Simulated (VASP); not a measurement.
Here is a VASP 6.6.1 calculation.

POSCAR

```
CoSi
1.0
    0.0000000000      2.2923918786      2.2923918786
    2.2923918786      0.0000000000      2.2923918786
    2.2923918786      2.2923918786      0.0000000000
Co Si
1 1
Direct
    0.0000000000      0.0000000000      0.0000000000
    0.5000000000      0.5000000000      0.5000000000
```

File INCAR.step1:

```
  PREC = Accurate
  ENCUT = 660
  ISMEAR = -1
  SIGMA = 0.1
  LREAL = False
  LASPH = True
  NELM = 120
  GGA = PE
  ALGO = Normal
  EDIFF = 1E-5
  LWAVE = True
  LCHARG = False
  GGA_COMPAT = False
  IBRION = 2
  ISIF = 3
  EDIFFG = -0.005
  NELMIN = 4
  NSW = 100
```

Contents of INCAR.step2:

```
  PREC = Accurate
  ENCUT = 660
  EDIFF = 1E-7
  ISMEAR = -1
  SIGMA = 0.1
  LREAL = False
  LASPH = True
  NELM = 120
  ALGO = Normal
  ISIF = 3
  LWAVE = False
  LCHARG = False
  METAGGA = R2SCAN
  LMIXTAU = True
  IBRION = 2
  NSW = 60
  EDIFFG = -0.005
  ISTART = 1
  GGA_COMPAT = False
  NELMIN = 4
```

The input KPOINTS:

```
Automatic mesh
0
Gamma
  14 14 14
```

Potentials or basis: VASP PAW PBE potentials, release 64 (Co, Si).

Command:

```bash
$ cat potpaw_PBE.64/Co/POTCAR potpaw_PBE.64/Si/POTCAR > POTCAR
$ cp INCAR.step1 INCAR
$ mpirun -np 1 vasp_std > vasp.out
$ cp INCAR.step2 INCAR
$ mpirun -np 1 vasp_std > vasp.out
```

Predict the space group after relaxing (to 0.05 Å).

Fm-3m (No. 225).

Estimate the relaxed volume.

12.41 Å³/atom.

What does it give for the relaxed cell?

a = 3.274 Å, b = 3.274 Å, c = 3.274 Å, α = 60.00°, β = 60.00°, γ = 60.00°.

Final structure:
```
CELL_PARAMETERS angstrom
0.00000 2.31534 2.31534
2.31534 0.00000 2.31534
2.31534 2.31534 0.00000
ATOMIC_POSITIONS crystal
Co 0.00000 0.00000 0.00000
Si 0.50000 0.50000 0.50000
```

Caveat: the PAW data sets were made with another functional, which shifts forces and pressure a little. Spin polarisation is off, so any magnetic state and its effect on volume and gap are missing.
